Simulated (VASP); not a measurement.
Input of a VASP 6.6.1 run:

File POSCAR:

```
PbS
1.0
    2.9546766125     -2.9689065328      0.2885572983
    2.9546766125      2.9689065328      0.2885572983
   -0.5836033582      0.0000000000      5.9261748063
Pb S
2 2
Direct
    0.7499848290      0.7499848290      0.7500022824
    0.2500151710      0.2500151710      0.2499977176
    0.2500755424      0.2500755424      0.7500279570
    0.7499244576      0.7499244576      0.2499720430
```

INCAR.step1

```
ALGO     = Normal         # electronic algorithm
EDIFF    = 1E-4           # SCF threshold, eV
ENCUT    = 520            # plane-wave cutoff, eV
GGA      = PE             # functional
ISMEAR   = 0              # smearing method
LASPH    = T              # aspherical terms in the spheres
LCHARG   = F              # write CHGCAR
LREAL    = F              # projectors in reciprocal space
LWAVE    = T              # write WAVECAR
NBANDS   = 28             # bands
NELM     = 100            # most SCF steps
PREC     = Accurate       # precision mode
SIGMA    = 0.01           # smearing width, eV
```

Contents of INCAR.step2:

```
ALGO     = Normal         # electronic algorithm
EDIFF    = 1E-7           # SCF threshold, eV
ENCUT    = 520            # plane-wave cutoff, eV
ISIF     = 2              # what is computed and relaxed
ISMEAR   = 0              # smearing method
ISTART   = 1            
LASPH    = T              # aspherical terms in the spheres
LCHARG   = T              # write CHGCAR
LELF     = T              # ELF
LMIXTAU  = T            
LREAL    = F              # projectors in reciprocal space
LVHAR    = T            
LWAVE    = F              # write WAVECAR
METAGGA  = R2SCAN         # meta-GGA
NBANDS   = 28             # bands
NELM     = 100            # most SCF steps
PREC     = Accurate       # precision mode
SIGMA    = 0.01           # smearing width, eV
```

The input KPOINTS:

```
k-points
0
Gamma
  4 4 4
```

Potentials or basis: VASP PAW PBE potentials, release 64 (Pb_d, S).

Run with:

```bash
$ cat potpaw_PBE.64/Pb_d/POTCAR potpaw_PBE.64/S/POTCAR > POTCAR
$ cp INCAR.step1 INCAR
$ mpirun -np 1 vasp_std > vasp.out
$ cp INCAR.step2 INCAR
$ mpirun -np 1 vasp_std > vasp.out
```

(1) What does it give for the pressure?

(2) Predict the band gap on the k mesh.

Results:

(1) 1.0 GPa.

(2) 0.64 eV.

Caveat: the PAW data sets were made with another functional, which shifts forces and pressure a little; spin-orbit coupling is left out, which moves the levels of the heavy elements.
